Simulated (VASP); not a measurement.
# In (C2/c) in VASP: notebook, part 2 of 2

VASP 6.6.1.

### Step 5. Single point, PBEsol (26.63 Å³/atom)

This run uses another cell than the first one, of 26.63 Å³/atom.

INCAR

```
  PREC = Accurate
  ENCUT = 520
  EDIFF = 1E-7
  ISMEAR = -1
  SIGMA = 0.1
  LREAL = F
  LASPH = T
  NELM = 60
  ALGO = Normal
  ISIF = 2
  LWAVE = F
  LCHARG = F
  GGA = PS
  NBANDS = 20
```

KPOINTS

```
Automatic mesh
0
Gamma
  13 13 12
```

POSCAR

```
In
1.0
   -3.8984981686      3.8721569740      1.5979709422
    3.8721569740     -3.8984981686      1.5979709422
    2.1583888986      2.1583888986     -1.6462148883
In
2
Direct
    0.9993221845      0.0006778155      1.0000000000
    0.7506778155      0.2493221845      0.5000000000
```

Potentials or basis: VASP PAW PBE potentials, release 64 (In_d).

Launch:

```bash
> cat potpaw_PBE.64/In_d/POTCAR > POTCAR
> mpirun -np 1 vasp_std > vasp.out
```

OUTCAR:

```text
PREC = Accurate
   ENCUT = 520
   EDIFF = 1E-7
   ISMEAR = -1
   LREAL = F
   LASPH = T
   NELM = 60
   ISIF = 2
   GGA = PS

 ion  position               nearest neighbor table
   1  0.999  0.001  0.000-   2 3.24   2 3.24   2 3.24   2 3.24   2 3.91   2 3.91   2 3.98   2 3.98

   2  0.751  0.249  0.500-   1 3.24   1 3.24   1 3.24   1 3.24   1 3.91   1 3.91   1 3.98   1 3.98

  Warning from LATTYP: Got some problem with cell dimensions!
[... 751 lines left out ...]

  FORCE on cell =-STRESS in cart. coord.  units (eV):
  Direction    XX          YY          ZZ          XY          YZ          ZX
  --------------------------------------------------------------------------------------
  -------------------------------------------------------------------------------------
  Total       -0.5523920     -0.5523920     -0.4697329     -0.1162331      0.0253463      0.0253463
  in kB      -16.6153867    -16.6153867    -14.1290846     -3.4961739      0.7623902      0.7623922
  external PRESSURE =     -15.7866193 kB  Pullay stress =       0.0000000 kB

 VOLUME and BASIS-vectors are now :
 -----------------------------------------------------------------------------
  energy-cutoff  :      520.00
  volume of cell :       53.27
      direct lattice vectors                 reciprocal lattice vectors
    -3.898498169  3.872156974  1.597970942     0.055734252  0.184423530  0.314876202
     3.872156974 -3.898498169  1.597970942     0.184423530  0.055734252  0.314876202
     2.158388899  2.158388899 -1.646214888     0.233119723  0.233119723  0.003842781

 POSITION                                       TOTAL-FORCE (eV/Angst)
 -----------------------------------------------------------------------------------
     -3.89323      3.86689      1.59797        -0.006844      0.006844      0.000000
     -0.88191      3.01395      0.77486         0.006844     -0.006844     -0.000000
 -----------------------------------------------------------------------------------
    total drift:                               -0.000000     -0.000000      0.000000

  FREE ENERGIE OF THE ION-ELECTRON SYSTEM (eV)
  ---------------------------------------------------
  free  energy   TOTEN  =        -5.9640275574 eV

  energy  without entropy=       -5.9343286237  energy(sigma->0) =       -5.94917809
```

OSZICAR:

```text
N       E                     dE             d eps       ncg     rms          rms(c)
DAV:   1     0.212192275837E+03    0.21219E+03   -0.12759E+04 22188   0.178E+03
DAV:   2     0.995245819875E+01   -0.20224E+03   -0.19866E+03 22320   0.377E+02
DAV:   3    -0.553267006504E+01   -0.15485E+02   -0.15394E+02 25132   0.120E+02
DAV:   4    -0.601750496721E+01   -0.48483E+00   -0.48454E+00 27020   0.227E+01
DAV:   5    -0.604759643991E+01   -0.30091E-01   -0.30090E-01 32480   0.459E+00    0.320E+00
DAV:   6    -0.597776688876E+01    0.69830E-01   -0.12919E-01 29952   0.594E+00    0.145E+00
DAV:   7    -0.596514105551E+01    0.12626E-01   -0.33689E-02 30368   0.272E+00    0.378E-01
DAV:   8    -0.596401311633E+01    0.11279E-02   -0.20977E-03 25652   0.634E-01    0.309E-02
DAV:   9    -0.596402441488E+01   -0.11299E-04   -0.73855E-05 35620   0.716E-02    0.166E-02
DAV:  10    -0.596402636470E+01   -0.19498E-05   -0.37495E-06 29972   0.289E-02    0.904E-03
DAV:  11    -0.596402761225E+01   -0.12476E-05   -0.10108E-06 24584   0.924E-03    0.671E-04
DAV:  12    -0.596402755740E+01    0.54854E-07   -0.18480E-08 14620   0.167E-03
   1 F= -.59640276E+01 E0= -.59491781E+01  d E =-.296989E-01
```

stdout:

```text
POSCAR found type information on POSCAR In
 POSCAR found :  1 types and       2 ions
 scaLAPACK will be used
 -----------------------------------------------------------------------------
|                                                                             |
|                                                                             |
|     You enforced a specific xc type in the INCAR file but a different       |
|     I HOPE YOU KNOW WHAT YOU ARE DOING!                                     |
|                                                                             |
 -----------------------------------------------------------------------------

 LDA part: xc-table for (Slater+PW92), standard interpolation
 POSCAR, INCAR and KPOINTS ok, starting setup
 FFT: planning ... GRIDC
 FFT: planning ... GRID_SOFT
 FFT: planning ... GRID
 WAVECAR not read
 entering main loop
```

It took 8 min on 1 thread of AMD EPYC 9R45 (Zen 5), shared host; peak memory 0.56 GiB.

What came out:

```
Free energy            : -5.9640 eV
Pressure               : -1.6 GPa
Largest force          : 0.010 eV/Å
Band gap on the k mesh : zero (bands 13 and 14 overlap by 6.76 eV)
```

Forces in eV/Å, atoms in the order of the input:
```
In  -0.007  0.007  0.000
In   0.007 -0.007  0.000
```

Caveat: the PAW data sets were made with another functional, which shifts forces and pressure a little; spin-orbit coupling is left out, which moves the levels of the heavy elements.

### Step 6. Single point, PBEsol (28.68 Å³/atom)

This run uses another cell than the first one, of 28.68 Å³/atom.

INCAR

```
  PREC = Accurate
  ENCUT = 520
  EDIFF = 1E-7
  ISMEAR = -1
  SIGMA = 0.1
  LREAL = False
  LASPH = True
  NELM = 60
  ALGO = Normal
  ISIF = 2
  LWAVE = False
  LCHARG = False
  GGA = PS
  NBANDS = 20
```

KPOINTS is that of step 5.

POSCAR

```
In
1.0
   -3.9960007616      3.9690007660      1.6379366684
    3.9690007660     -3.9960007616      1.6379366684
    2.2123708437      2.2123708437     -1.6873872099
In
2
Direct
    0.9993221845      0.0006778155      1.0000000000
    0.7506778155      0.2493221845      0.5000000000
```

Potentials or basis: VASP PAW PBE potentials, release 64 (In_d).

Launch:

```bash
> cat potpaw_PBE.64/In_d/POTCAR > POTCAR
> mpirun -np 1 vasp_std > vasp.out
```

OUTCAR:

```text
PREC = Accurate
   ENCUT = 520
   EDIFF = 1E-7
   ISMEAR = -1
   LREAL = False
   LASPH = True
   NELM = 60
   ISIF = 2
   GGA = PS

 ion  position               nearest neighbor table
   1  0.999  0.001  0.000-   2 3.32   2 3.32   2 3.32   2 3.32   2 4.01   2 4.01
   2  0.751  0.249  0.500-   1 3.32   1 3.32   1 3.32   1 3.32   1 4.01   1 4.01

  Warning from LATTYP: Got some problem with cell dimensions!
  Tried to take original basis but could not verify dimensions!
  LATTYP: Found a base centered monoclinic cell.
 ALAT       =     3.2760958652
[... 748 lines left out ...]

  FORCE on cell =-STRESS in cart. coord.  units (eV):
  Direction    XX          YY          ZZ          XY          YZ          ZX
  --------------------------------------------------------------------------------------
  -------------------------------------------------------------------------------------
  Total       -1.3703994     -1.3703994     -1.3023097     -0.0937303      0.0145970      0.0145970
  in kB      -38.2759147    -38.2759147    -36.3741342     -2.6179332      0.4077014      0.4077010
  external PRESSURE =     -37.6419878 kB  Pullay stress =       0.0000000 kB

 VOLUME and BASIS-vectors are now :
 -----------------------------------------------------------------------------
  energy-cutoff  :      520.00
  volume of cell :       57.36
      direct lattice vectors                 reciprocal lattice vectors
    -3.996000762  3.969000766  1.637936668     0.054374334  0.179923588  0.307193209
     3.969000766 -3.996000762  1.637936668     0.179923588  0.054374334  0.307193209
     2.212370844  2.212370844 -1.687387210     0.227431591  0.227431591  0.003749017

 POSITION                                       TOTAL-FORCE (eV/Angst)
 -----------------------------------------------------------------------------------
     -3.99060      3.96360      1.63794        -0.002859      0.002859      0.000000
     -0.90396      3.08933      0.79424         0.002859     -0.002859     -0.000000
 -----------------------------------------------------------------------------------
    total drift:                               -0.000000     -0.000000      0.000000

  FREE ENERGIE OF THE ION-ELECTRON SYSTEM (eV)
  ---------------------------------------------------
  free  energy   TOTEN  =        -5.8954322193 eV

  energy  without entropy=       -5.8626464187  energy(sigma->0) =       -5.87903932
```

OSZICAR:

```text
N       E                     dE             d eps       ncg     rms          rms(c)
DAV:   1     0.212094457932E+03    0.21209E+03   -0.12706E+04 22136   0.173E+03
DAV:   2     0.102714105084E+02   -0.20182E+03   -0.19831E+03 22292   0.375E+02
DAV:   3    -0.543614441446E+01   -0.15708E+02   -0.15611E+02 25316   0.120E+02
DAV:   4    -0.593474946761E+01   -0.49861E+00   -0.49832E+00 26864   0.231E+01
DAV:   5    -0.596673133126E+01   -0.31982E-01   -0.31980E-01 32832   0.476E+00    0.272E+00
DAV:   6    -0.590675774959E+01    0.59974E-01   -0.11665E-01 29884   0.540E+00    0.123E+00
DAV:   7    -0.589631760516E+01    0.10440E-01   -0.29726E-02 30212   0.244E+00    0.345E-01
DAV:   8    -0.589541831974E+01    0.89929E-03   -0.16953E-03 25744   0.566E-01    0.306E-02
DAV:   9    -0.589542875439E+01   -0.10435E-04   -0.61860E-05 35592   0.663E-02    0.167E-02
DAV:  10    -0.589543096406E+01   -0.22097E-05   -0.39665E-06 30172   0.282E-02    0.840E-03
DAV:  11    -0.589543227375E+01   -0.13097E-05   -0.10264E-06 24504   0.105E-02    0.594E-04
DAV:  12    -0.589543221926E+01    0.54483E-07   -0.18356E-08 14352   0.164E-03
   1 F= -.58954322E+01 E0= -.58790393E+01  d E =-.327858E-01
```

Run time: 22 min. Hardware: 1 thread of Intel Xeon 8259CL, shared host; peak memory 0.63 GiB.

Results:

```yaml
Free_energy: -5.8954 eV
Pressure: -3.8 GPa
Largest_force: 0.004 eV/Å
Band_gap_on_the_k_mesh: zero (bands 13 and 14 overlap by 6.26 eV)
```

Forces on the atoms (eV/Å):
```
In  -0.003  0.003  0.000
In   0.003 -0.003  0.000
```

Caveat: the cell stands under tension; the PAW data sets were made with another functional, which shifts forces and pressure a little; spin-orbit coupling is left out, which moves the levels of the heavy elements.

### Step 7. Summary

| cell | k mesh | gap on the mesh (eV) | pressure (GPa) | largest force (eV/Å) |
| --- | --- | --- | --- | --- |
| a = 5.648, b = 5.648, c = 3.423 Å, angles 97.8, 97.8, 147.6°, 2 atoms | 11 × 11 × 8 | none | 0.0 | - |
| a = 5.412, b = 5.412, c = 3.280 Å, angles 97.8, 97.8, 147.6°, 2 atoms | 13 × 13 × 12 | none | 7.9 | 0.03 |
| a = 5.648, b = 5.648, c = 3.423 Å, angles 97.8, 97.8, 147.6°, 2 atoms | 13 × 13 × 12 | none | 0.0 | 0.01 |
| a = 5.722, b = 5.722, c = 3.468 Å, angles 97.8, 97.8, 147.6°, 2 atoms | 13 × 13 × 12 | none | -1.6 | 0.01 |
| a = 5.865, b = 5.865, c = 3.555 Å, angles 97.8, 97.8, 147.6°, 2 atoms | 13 × 13 × 12 | none | -3.8 | - |

Alike in all rows: task single point; level PBEsol; potentials or basis VASP PAW PBE potentials, release 64 (In_d); no spin polarisation; cutoff (eV) 520; smearing fermi-dirac 0.1 eV.

Caveats: the PAW data sets were made with another functional, which shifts forces and pressure a little; spin-orbit coupling is left out, which moves the levels of the heavy elements; the cell stands under pressure (at least some runs); the cell stands under tension (at least some runs).

Total energies depend on the potentials used, so only differences within one code and one set of settings carry meaning.
